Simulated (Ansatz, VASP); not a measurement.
# Two plane-wave programs on Ga4Sb3P

```
P Ga Sb
1.0
     6.04103    0.00000    0.00000
     0.00000    6.04103    0.00000
     0.00000    0.00000    6.04103
P Ga Sb
1 4 3
Direct
  0.00000 0.00000 0.00000
  0.76401 0.76401 0.76401
  0.23599 0.23599 0.76401
  0.23599 0.76401 0.23599
  0.76401 0.23599 0.23599
  0.50000 0.50000 0.00000
  0.50000 0.00000 0.50000
  0.00000 0.50000 0.50000
```

Alike in both runs: task single point; functional PBE; k mesh 4 × 4 × 4; occupations fermi-dirac, width 0.02 eV; no spin polarisation.

|  | VASP | Ansatz |
| --- | --- | --- |
| version | VASP 6.6.1 | Ansatz 0.2.0 |
| potentials or method | VASP PAW PBE potentials, release 64 (P, Ga_d, Sb) | plane waves, PAW |
| plane-wave cutoff (eV) | 520 | 420 |
| valence electrons in the cell | 72 | 102 |

Ansatz gave:

- pressure (GPa): 0.0
- rms of the force components (eV/Å): 0.002

Problem. What did VASP give for the same quantities?

Solution. Pressure (GPa): 0.0; rms of the force components (eV/Å): 0.004.

The functional is the same, so the differences come from potentials, cutoffs and numerics. VASP's potentials hold 72 valence electrons a cell and Ansatz's 102, so a difference there can come from the potentials and not from the codes.

Spin-orbit coupling is off throughout.
